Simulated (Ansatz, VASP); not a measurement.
Two plane-wave programs on Si

```
CELL_PARAMETERS angstrom
7.66719 0.00000 0.00000
-3.83359 6.63998 0.00000
0.00000 0.00000 27.39026
ATOMIC_POSITIONS crystal
Si 0.66667 0.33333 0.29207
Si 0.66667 0.83333 0.29207
Si 0.16667 0.33333 0.29207
Si 0.16667 0.83333 0.29207
Si 0.50000 0.50000 0.32064
Si 0.50000 0.00000 0.32064
Si 0.00000 0.50000 0.32064
Si 0.00000 0.00000 0.32064
Si 0.00000 0.50000 0.40635
Si 0.00000 0.00000 0.40635
Si 0.50000 0.50000 0.40635
Si 0.50000 0.00000 0.40635
Si 0.83261 0.66681 0.43502
Si 0.83369 0.16648 0.43456
Si 0.33351 0.66567 0.43434
Si 0.33322 0.16746 0.43275
Si 0.33873 0.65253 0.52141
Si 0.32710 0.17426 0.51889
Si 0.82079 0.67436 0.52252
Si 0.84117 0.15691 0.52186
Si 0.16843 0.83010 0.53917
Si 0.16420 0.32888 0.55721
Si 0.65919 0.83640 0.55817
Si 0.66912 0.32973 0.53589
```

Alike in both runs: task single point; functional PBE; dispersion D3(BJ); k mesh 3 × 3 × 1; occupations gaussian, width 0.05 eV; no spin polarisation.

```csv
,VASP,Ansatz
version,VASP 6.6.1,Ansatz 0.2.0
potentials or method,"VASP PAW PBE potentials, release 64 (Si), cutoff 400 eV","scalar-relativistic, plane waves, PAW"
valence electrons in the cell,96,96
```

VASP gave:

```
gap on the k mesh at the Fermi level (eV)  : none
rms of the force components (eV/Å)         : 0.283
work function, face that differs most (eV) : 4.84
```

Problem. Estimate Ansatz's values.

Solution. gap on the k mesh at the Fermi level (eV): none; rms of the force components (eV/Å): 0.281; work function, face that differs most (eV): 4.83.

Atom by atom the forces differ by 0.003 eV/Å (rms over components). A gap of «none» marks a metal or a gap that the smearing closes.
